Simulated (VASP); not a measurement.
Here is a VASP 6.6.1 calculation.

INCAR

```
SYSTEM = Zr
PREC     = Accurate       ! precision mode
ENCUT    = 520            ! plane-wave cutoff, eV
EDIFF    = 1E-6           ! SCF threshold, eV
ISMEAR   = 1              ! smearing method
SIGMA    = 0.1            ! smearing width, eV
LREAL    = .FALSE.        ! projectors in reciprocal space
LASPH    = .TRUE.         ! aspherical terms in the spheres
NELM     = 60             ! most SCF steps
ALGO     = Normal         ! electronic algorithm
ISIF     = 2              ! what is computed and relaxed
LWAVE    = .FALSE.        ! write WAVECAR
LCHARG   = .TRUE.         ! write CHGCAR
GGA      = CA             ! functional
LELF     = .TRUE.         ! ELF
LVHAR    = .TRUE.       
NBANDS   = 19             ! bands
```

The input KPOINTS:

```
Automatic mesh
0
G
  9 9 5
  0 0 0
```

Contents of POSCAR:

```
Zr
1.0
    3.4815664591      0.0000000000      0.0000000000
   -1.7407832295      3.0151249985      0.0000000000
    0.0000000000      0.0000000000      5.5444376748
Zr
2
Direct
    0.6666666667      0.3333333333      0.7500000000
    0.3333333333      0.6666666667      0.2500000000
```

Potentials or basis: VASP PAW LDA potentials, release 64 (Zr_sv).

Command:

```sh
$ cat potpaw_LDA.64/Zr_sv/POTCAR > POTCAR
$ mpirun -np 1 vasp_std > vasp.out
```

Task: Estimate the pressure.

Result: -18.4 GPa.

Task: Estimate the band gap on the k mesh.

Result: Zero (bands 12 and 13 overlap by 1.00 eV).

Stress tensor (GPa, compression positive):
```
-18.17   0.00   0.00
  0.00 -18.17   0.00
  0.00   0.00 -18.75
```

Caveat: the cell stands under tension.
